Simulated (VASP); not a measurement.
Runs of VASP 6.6.1 on AlGa3N4. The structure is that of space group Pm (No. 6), or close to it. The cells are those of the table. 

| cell | smearing | gap on the mesh (eV) | pressure (GPa) | largest force (eV/Å) |
| --- | --- | --- | --- | --- |
| a = 5.181, b = 3.189, c = 5.314 Å, 8 atoms | gaussian 0.02 eV | 2.33 | 3.0 | (a) |
| a = 5.311, b = 3.266, c = 5.655 Å, 8 atoms | gaussian 0.02 eV | 1.72 | -15.0 | 0.01 |
| a = 5.142, b = 3.165, c = 5.478 Å, 8 atoms | gaussian 0.05 eV | 2.38 | -0.1 | 0.01 |
| a = 5.194, b = 3.196, c = 5.533 Å, 8 atoms | gaussian 0.02 eV | 2.17 | -5.5 | 0.01 |
| a = 5.090, b = 3.133, c = 5.423 Å, 8 atoms | gaussian 0.02 eV | (b) | 6.1 | 0.01 |
| a = 5.166, b = 3.199, c = 5.314 Å, 8 atoms | gaussian 0.02 eV | 2.31 | 2.7 | 0.01 |
| a = 4.926, b = 3.034, c = 5.249 Å, angles 90.0, 90.1, 90.0°, 8 atoms | gaussian 0.02 eV | 3.27 | 31.9 | 0.04 |
| a = 5.155, b = 3.181, c = 5.396 Å, 8 atoms | gaussian 0.02 eV | 2.37 | 1.3 | 0.01 |

Alike in all rows: task single point; level PBEsol; potentials or basis VASP PAW PBE potentials, release 64 (Al, Ga_d, N); no spin polarisation; k mesh 6 × 8 × 6; cutoff (eV) 520.

Task: Estimate the missing entries.

Result: (a) 0.26; (b) 2.59.

Caveats: the PAW data sets were made with another functional, which shifts forces and pressure a little.

A k mesh can miss the band edges, and the runs leave out spin-orbit coupling on Ga.
